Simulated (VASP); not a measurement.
Input of a VASP 6.6.1 run:

Contents of INCAR:

```
SYSTEM = BaZrO3
ALGO = Normal ; EDIFF = 1E-6
ENCUT = 520 ; GGA = PS
ISIF = 2 ; ISMEAR = 0
LASPH = .True. ; LCHARG = .False.
LREAL = .False. ; LWAVE = .False.
NBANDS = 28 ; NELM = 60
PREC = Accurate ; SIGMA = 0.01
```

KPOINTS

```
k-points
0
Gamma
  4 4 4
  0 0 0
```

POSCAR

```
BaZrO3
1.0
    4.1263799403      0.0000000000      0.0000000000
    0.0000000000      4.1263799403      0.0000000000
    0.0000000000      0.0000000000      4.1263799403
Ba Zr O
1 1 3
Direct
    0.0000000000      0.0000000000      0.0000000000
    0.5000000000      0.5000000000      0.5000000000
    0.0000000000      0.5000000000      0.5000000000
    0.5000000000      0.0000000000      0.5000000000
    0.5000000000      0.5000000000      0.0000000000
```

Potentials or basis: VASP PAW PBE potentials, release 64 (Ba_sv, Zr_sv, O).

Launch:

```bash
$ cat potpaw_PBE.64/Ba_sv/POTCAR potpaw_PBE.64/Zr_sv/POTCAR potpaw_PBE.64/O/POTCAR > POTCAR
$ mpirun -np 1 vasp_std > vasp.out
```

(1) Predict the pressure.

(2) Predict the band gap on the k mesh.

## Answers

(1) 8.4 GPa.

(2) 3.19 eV, indirect (least direct gap 3.35 eV).

Caveat: the PAW data sets were made with another functional, which shifts forces and pressure a little; spin-orbit coupling is left out, which moves the levels of the heavy elements.
